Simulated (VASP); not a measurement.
# Al (Fm-3m) in VASP: a series of runs

Runs on Al. Level: PBE. Tasks: single point.

All numbers are computed with VASP 6.6.1; they aren't measurements. Logs are shortened: lines on timing, memory, paths and dates and some standing lists are left out, and cuts for length are marked.

## 1. The cell of the first run

It takes space group Fm-3m (No. 225, cubic). Conventional cell: a = 3.981 Å, b = 3.981 Å, c = 3.981 Å, α = 90.00°, β = 90.00°, γ = 90.00°. Al (site symmetry m-3m) has 12 Al at 2.81 Å within 3.7 Å.

## 2. Single point, PBE

INCAR reads:

```
SYSTEM = Al
PREC = Accurate
ENCUT = 520
EDIFF = 1E-7
ISMEAR = -1
SIGMA = 0.15
LREAL = .False.
LASPH = .True.
NELM = 100
ALGO = Normal
ISIF = 2
LWAVE = .False.
LCHARG = .False.
GGA = PE
NBANDS = 8
```

KPOINTS reads:

```
regular mesh
0
Gamma
  14 14 14
  0 0 0
```

POSCAR reads:

```
Al
1.0
    0.0000000000      1.9904796400      1.9904796400
    1.9904796400      0.0000000000      1.9904796400
    1.9904796400      1.9904796400      0.0000000000
Al
1
Direct
    0.0000000000      0.0000000000      0.0000000000
```

Potentials or basis: VASP PAW PBE potentials, release 64 (Al).

Run with:

```sh
$ cat potpaw_PBE.64/Al/POTCAR > POTCAR
$ mpirun -np 1 vasp_std > vasp.out
```

OUTCAR:

```text
SYSTEM = Al
   PREC = Accurate
   ENCUT = 520
   EDIFF = 1E-7
   ISMEAR = -1
   LREAL = .False.
   LASPH = .True.
   NELM = 100
   ISIF = 2
   GGA = PE

 ion  position               nearest neighbor table
   1  0.000  0.000  0.000-

  LATTYP: Found a face centered cubic cell.
 ALAT       =     3.9809592800

  Lattice vectors:

 A1 = (   0.0000000000,   1.9904796400,   1.9904796400)
 A2 = (   1.9904796400,   0.0000000000,   1.9904796400)
 A3 = (   1.9904796400,   1.9904796400,   0.0000000000)

Analysis of symmetry for initial positions (statically):
=====================================================================
 Subroutine PRICEL returns:
 Original cell was already a primitive cell.

 Routine SETGRP: Setting up the symmetry group for a
 face centered cubic supercell.

 Subroutine GETGRP returns: Found 48 space group operations
 (whereof 48 operations were pure point group operations)
 out of a pool of 48 trial point group operations.

The static configuration has the point symmetry O_h .

Analysis of symmetry for dynamics (positions and initial velocities):
=====================================================================
 Subroutine PRICEL returns:
 Original cell was already a primitive cell.

 Routine SETGRP: Setting up the symmetry group for a
 face centered cubic supercell.

 Subroutine GETGRP returns: Found 48 space group operations
 (whereof 48 operations were pure point group operations)
 out of a pool of 48 trial point group operations.

The dynamic configuration has the point symmetry O_h .

 Subroutine INISYM returns: Found 48 space group operations
 (whereof 48 operations are pure point group operations),
 and found     1 'primitive' translations

----------------------------------------------------------------------------------------

                                     Primitive cell

  volume of cell :      15.7726

  direct lattice vectors                    reciprocal lattice vectors
     0.000000000  1.990479640  1.990479640    -0.251195737  0.251195737  0.251195737
     1.990479640  0.000000000  1.990479640     0.251195737 -0.251195737  0.251195737
     1.990479640  1.990479640  0.000000000     0.251195737  0.251195737 -0.251195737

  length of vectors
     2.814963303  2.814963303  2.814963303     0.435083779  0.435083779  0.435083779

  position of ions in fractional coordinates (direct lattice)
     0.000000000  0.000000000  0.000000000

  ion indices of the primitive-cell ions
   primitive index   ion index
                 1           1

----------------------------------------------------------------------------------------

 KPOINTS: regular mesh

Automatic generation of k-mesh.
 Grid dimensions read from file:
 generate k-points for:   14   14   14

 Generating k-lattice:

  Cartesian coordinates                     Fractional coordinates (reciprocal lattice)
    -0.017942553  0.017942553  0.017942553     0.071428571  0.000000000  0.000000000
     0.017942553 -0.017942553  0.017942553     0.000000000  0.071428571  0.000000000
     0.017942553  0.017942553 -0.017942553     0.000000000  0.000000000  0.071428571

  Length of vectors
     0.031077413  0.031077413  0.031077413

  Shift w.r.t. Gamma in fractional coordinates (k-lattice)
     0.000000000  0.000000000  0.000000000

 Subroutine IBZKPT returns following result:
 ===========================================

 Found    104 irreducible k-points:

 Following reciprocal coordinates:
            Coordinates               Weight
  0.000000  0.000000  0.000000      1.000000
  0.071429  0.000000  0.000000      8.000000
  0.142857  0.000000  0.000000      8.000000
  0.214286  0.000000  0.000000      8.000000
  0.285714  0.000000  0.000000      8.000000
  0.357143  0.000000  0.000000      8.000000
[... 16 lines left out ...]
  0.214286  0.142857  0.000000     24.000000
  0.285714  0.142857  0.000000     24.000000
 [... further k-points ...]
   k-points           NKPTS =    104   k-points in BZ     NKDIM =    104   number of bands    NBANDS=      8
   number of dos      NEDOS =    301   number of ions     NIONS =      1
   total plane-waves  NPLWV =  13824
   dimension x,y,z NGX =    24 NGY =   24 NGZ =   24
   dimension x,y,z NGXF=    48 NGYF=   48 NGZF=   48
   ions per type =               1
   NGX,Y,Z   is equivalent  to a cutoff of  14.17, 14.17, 14.17 a.u.
   NGXF,Y,Z  is equivalent  to a cutoff of  28.35, 28.35, 28.35 a.u.
 SYSTEM =  Al
   PREC   = accura    normal or accurate (medium, high low for compatibility)
   ISTART =      0    job   : 0-new  1-cont  2-samecut
   ICHARG =      2    charge: 1-file 2-atom 10-const
   ISPIN  =      1    spin polarized calculation?
   LNONCOLLINEAR =      F non collinear calculations
   LSORBIT =      F    spin-orbit coupling
   LASPH  =      T    aspherical Exc in radial PAW
   ENCUT  =  520.0 eV  38.22 Ry    6.18 a.u.   5.23  5.23  5.23*2*pi/ulx,y,z
   NELM   =    100;   NELMIN=  2; NELMDL= -5     # of ELM steps
   EDIFF  = 0.1E-06   stopping-criterion for ELM
   LREAL  =      F    real-space projection
   EDIFFG = 0.1E-05   stopping-criterion for IOM
   NSW    =      0    number of steps for IOM
   IBRION =     -1    ionic relax: 0-MD 1-quasi-New 2-CG
   NFREE  =      0    steps in history (QN), initial steepest desc. (CG)
   ISIF   =      2    stress and relaxation
   ISYM   =      2    0-nonsym 1-usesym 2-fastsym
   POTIM  = 0.5000    time-step for ionic-motion
   TEBEG  =    0.0;   TEEND  =   0.0 temperature during run
   PSTRESS=    0.0 pullay stress
   NELECT =       3.0000    total number of electrons
   NUPDOWN=      -1.0000    fix difference up-down
   EMIN   =  10.00;   EMAX   =-10.00  energy-range for DOS
   EFERMI =   0.00;   METHOD = LEGACY
   ISMEAR =    -1;   SIGMA  =   0.15  broadening in eV -4-tet -1-fermi 0-gaus
   EFERMI_NEDOS =   21; number of points for ismear=-14 and -15
   IALGO  =     38    algorithm
   IMIX   =      4    mixing-type and parameters
     AMIX     =   0.40;   BMIX     =  1.00
     AMIX_MAG =   1.60;   BMIX_MAG =  1.00
  volume/ion in A,a.u.               =      15.77       106.44
  Fermi-wavevector in a.u.,A,eV,Ry     =   0.941487  1.779152 12.060166  0.886397
  Thomas-Fermi vector in A             =   2.069002
   LORBIT       =      0    0 simple, 1 ext, 2 COOP (PROOUT), +10 PAW based schemes
   GGA     = PE    functional components
   LHFCALC =     F    Hartree Fock is set to
   AEXX    =    0.0000 exact exchange contribution
   IVDW    =     0    specifies the selected vdW correction
   LEPSILON=     F    determine dielectric tensor
   LRPA    =     F    only Hartree local field effects (RPA)
 non-spin polarized calculation
  energy-cutoff  :      520.00
  volume of cell :       15.77
 maximum number of plane-waves:       444
 NGX is ok and might be reduce to    24
   NGX = 11   NGY = 11   NGZ = 11

 number of electron       3.0000000 magnetization

 Free energy of the ion-electron system (eV)
  ---------------------------------------------------
  ext. energy  EPLUGINS =         0.00000000
  ---------------------------------------------------
  free energy    TOTEN  =        -3.74768283 eV

  energy without entropy =       -3.71559106  energy(sigma->0) =       -3.73163695

 E-fermi :   8.4700     XC(G=0): -10.3610

 val. band max:        8.4422208507   @ k =  -0.3571   0.3571   0.0000
 cond. band min:       8.4825988097   @ k =   0.5000   0.2857   0.0000
 fundamental gap:      0.0403779590
 Fermi energy:         8.4699553781

 k-point     1 :       0.0000    0.0000    0.0000
  band No.  band energies     occupation
      1      -2.9713      2.00000
      2      21.3507      0.00000
      3      21.3507      0.00000
      4      21.3507      0.00000
      5      23.1905      0.00000
      6      23.1905      0.00000
      7      23.1905      0.00000
      8      25.2747      0.00000

 k-point     2 :       0.0714    0.0000    0.0000
  band No.  band energies     occupation
      1      -2.8285      2.00000
      2      19.2240      0.00000
      3      20.9423      0.00000
      4      20.9423      0.00000
      5      23.7420      0.00000
      6      23.8239      0.00000
      7      23.8239      0.00000
      8      26.7491      0.00000

 k-point     3 :       0.1429    0.0000    0.0000
  band No.  band energies     occupation
      1      -2.4007      2.00000
      2      16.2711      0.00000
      3      20.3303      0.00000
      4      20.3303      0.00000
      5      23.6061      0.00000
      6      24.9746      0.00000
      7      24.9746      0.00000
      8      26.2736      0.00000

 k-point     4 :       0.2143    0.0000    0.0000
  band No.  band energies     occupation
      1      -1.6908      2.00000
      2      13.3888      0.00000
      3      19.8679      0.00000
      4      19.8679      0.00000
      5      23.3537      0.00000
      6      24.3531      0.00000
      7      24.3531      0.00000
      8      27.0157      0.00000

 k-point     5 :       0.2857    0.0000    0.0000
  band No.  band energies     occupation
      1      -0.7031      2.00000
      2      10.6800      0.00000
      3      19.6174      0.00000
      4      19.6174      0.00000
      5      23.0307      0.00000
      6      23.0307      0.00000
      7      23.2114      0.00000
      8      27.1400      0.00000
[... 177 lines left out ...]
 k-point    22 :       0.1429    0.1429    0.0000
  band No.  band energies     occupation
      1      -2.2110      2.00000
      2      18.2870      0.00000
      3      18.2870      0.00000
      4      18.3497      0.00000
      5      21.7055      0.00000
      6      22.5470      0.00000
      7      27.3386      0.00000
      8      27.3386      0.00000

 k-point    23 :       0.2143    0.1429    0.0000
  band No.  band energies     occupation
      1      -1.6908      2.00000
      2      15.6153      0.00000
      3      17.6149      0.00000
      4      18.8025      0.00000
      5      20.7433      0.00000
      6      21.8887      0.00000
      7      27.8262      0.00000
      8      28.1490      0.00000

 k-point    24 :       0.2857    0.1429    0.0000
  band No.  band energies     occupation
      1      -0.8907      2.00000
      2      12.8692      0.00000
      3      17.1817      0.00000
      4      18.6326      0.00000
      5      19.2500      0.00000
      6      23.2383      0.00000
      7      27.1959      0.00000
      8      27.8083      0.00000

 [... further k-points ...]

------------------------ aborting loop because EDIFF is reached ----------------------------------------

  FORCE on cell =-STRESS in cart. coord.  units (eV):
  Direction    XX          YY          ZZ          XY          YZ          ZX
  --------------------------------------------------------------------------------------
  -------------------------------------------------------------------------------------
  Total        0.3747104      0.3747104      0.3747104     -0.0000000      0.0000000     -0.0000000
  in kB       38.0630045     38.0630045     38.0630045     -0.0000000      0.0000000     -0.0000000
  external PRESSURE =      38.0630045 kB  Pullay stress =       0.0000000 kB

 VOLUME and BASIS-vectors are now :
 -----------------------------------------------------------------------------
  energy-cutoff  :      520.00
  volume of cell :       15.77
      direct lattice vectors                 reciprocal lattice vectors
     0.000000000  1.990479640  1.990479640    -0.251195737  0.251195737  0.251195737
     1.990479640  0.000000000  1.990479640     0.251195737 -0.251195737  0.251195737
     1.990479640  1.990479640  0.000000000     0.251195737  0.251195737 -0.251195737

 POSITION                                       TOTAL-FORCE (eV/Angst)
 -----------------------------------------------------------------------------------
      0.00000      0.00000      0.00000         0.000000      0.000000      0.000000
 -----------------------------------------------------------------------------------
    total drift:                                0.000000     -0.000000     -0.000000

  FREE ENERGIE OF THE ION-ELECTRON SYSTEM (eV)
  ---------------------------------------------------
  free  energy   TOTEN  =        -3.7476828315 eV

  energy  without entropy=       -3.7155910644  energy(sigma->0) =       -3.73163695
```

Run time: 6 s. Hardware: 1 thread of Intel Xeon 6975P-C, shared host; peak memory 0.13 GiB.

Results:

```yaml
Free_energy: -3.7477 eV
Pressure: 3.8 GPa
```

Levels at points of the mesh, in eV from the Fermi level:
| k point | band 1 | band 2 | band 3 | band 4 |
| --- | --- | --- | --- | --- |
| (0.00, 0.00, 0.00) | -11.44 | 12.88 | 12.88 | 12.88 |
| (0.50, 0.00, 0.00) | -4.77 | -4.43 | 11.68 | 11.68 |
| (0.50, 0.50, 0.00) | -3.02 | -1.60 | 5.28 | 5.82 |

## 3. Single point, PBE

This run uses another cell than the first one, of 16.19 Å³/atom, 1.026 times its volume.

INCAR reads:

```
PREC     = Accurate       # precision mode
ENCUT    = 520            # plane-wave cutoff, eV
EDIFF    = 1E-7           # SCF threshold, eV
ISMEAR   = -1             # smearing method
SIGMA    = 0.15           # smearing width, eV
LREAL    = F              # projectors in reciprocal space
LASPH    = T              # aspherical terms in the spheres
NELM     = 80             # most SCF steps
ALGO     = Normal         # electronic algorithm
ISIF     = 2              # what is computed and relaxed
LWAVE    = F              # write WAVECAR
LCHARG   = F              # write CHGCAR
GGA      = PE             # functional
NBANDS   = 8              # bands
```

KPOINTS reads:

```
Automatic mesh
0
Gamma
  14 14 14
```

POSCAR reads:

```
Al
1.0
    0.0000000000      2.0077890274      2.0077890274
    2.0077890274      0.0000000000      2.0077890274
    2.0077890274      2.0077890274      0.0000000000
Al
1
Direct
    0.0000000000      0.0000000000      0.0000000000
```

Potentials or basis: VASP PAW PBE potentials, release 64 (Al).

Run with:

```sh
$ cat potpaw_PBE.64/Al/POTCAR > POTCAR
$ mpirun -np 1 vasp_std > vasp.out
```

It took 7.1 s on 1 thread of Intel Xeon 6975P-C, shared host; peak memory 0.14 GiB.

The run converged. Its results:

* Free energy: -3.7545 eV
* Pressure: 1.5 GPa

Levels at points of the mesh, in eV from the Fermi level:
| k point | band 1 | band 2 | band 3 | band 4 |
| --- | --- | --- | --- | --- |
| (0.00, 0.00, 0.00) | -11.26 | 12.73 | 12.73 | 12.73 |
| (0.50, 0.00, 0.00) | -4.66 | -4.40 | 11.56 | 11.56 |
| (0.50, 0.50, 0.00) | -2.96 | -1.60 | 5.27 | 5.69 |

(Continued in part 2 of 2.)
